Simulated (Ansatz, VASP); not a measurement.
## Two plane-wave programs on SnO2

```
Sn O
1.0
     3.23734    1.86908    4.29084
    -3.23734    1.86908    4.29084
     0.00000   -3.73816    4.29084
Sn O
4 8
Direct
  0.85995 0.86719 0.86719
  0.36001 0.36718 0.86719
  0.36001 0.86719 0.36718
  0.85997 0.36719 0.36719
  0.11437 0.62453 0.62453
  0.61442 0.12460 0.62455
  0.61442 0.62455 0.12460
  0.65076 0.58722 0.58722
  0.11439 0.12458 0.12458
  0.15084 0.08714 0.58721
  0.15084 0.58721 0.08714
  0.65078 0.08719 0.08719
```

Change from the starting cell: mode 20 frozen in at +0.100 Å and mode 26 at -0.138 Å (largest displacements).

Alike in both runs: task single point; functional PBE; dispersion D3(BJ); k mesh 6 × 6 × 6; occupations gaussian, width 0.05 eV; no spin polarisation.

|  | VASP | Ansatz |
| --- | --- | --- |
| version | VASP 6.6.1 | Ansatz 0.2.0 |
| potentials or method | VASP PAW PBE potentials, release 64 (Sn_d, O), cutoff 520 eV | scalar-relativistic, plane waves, PAW |
| valence electrons in the cell | 104 | 104 |

|  | VASP | Ansatz | Ansatz less VASP |
| --- | --- | --- | --- |
| gap on the k mesh at the Fermi level (eV) | 1.43 | 1.46 | +0.026 |
| least direct gap on the mesh (eV) | 1.43 | 1.46 | +0.026 |
| pressure (GPa) | 6.2 | 5.5 | -0.65 |
| traceless stress, the component that is largest in VASP (GPa) | -13.16 | -12.99 | +0.171 |
| rms of the force components (eV/Å) | 1.740 | 1.711 | -0.0293 |

Atom by atom the forces differ by 0.038 eV/Å (rms over components).
